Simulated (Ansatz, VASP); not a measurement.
# AlPt: VASP beside Ansatz

```
Al Pt
1.0
     3.06638    0.00000    0.00000
     0.00000    3.06638    0.00000
     0.00000    0.00000    3.06638
Al Pt
1 1
Direct
  0.00000 0.00000 0.00000
  0.50000 0.50000 0.50000
```

Alike in both runs: functional r2SCAN; k mesh 10 × 10 × 10; occupations gaussian, width 0.1 eV; no spin polarisation.

Ansatz relaxed the structure, and its values are those at the end. VASP's run is a single point on that final structure, the one shown.

```csv
,VASP,Ansatz
version,VASP 6.6.1,Ansatz 0.2.0
potentials or method,"VASP PAW PBE potentials, release 64 (Al, Pt), cutoff 520 eV","plane waves, PAW"
valence electrons in the cell,13,21
```

Ansatz gave:

- gap on the k mesh at the Fermi level (eV): none
- pressure (GPa): 0.0

Problem. Which values does VASP return?

Solution. gap on the k mesh at the Fermi level (eV): none; pressure (GPa): -0.2.

VASP's potentials were made for PBE, not for r2SCAN. A gap of «none» marks a metal or a gap that the smearing closes. With one functional, cell and mesh, what is left measures potentials, basis and numerics. VASP's potentials hold 13 valence electrons a cell and Ansatz's 21, so a difference there can come from the potentials and not from the codes.

Neither program's run includes spin-orbit coupling.
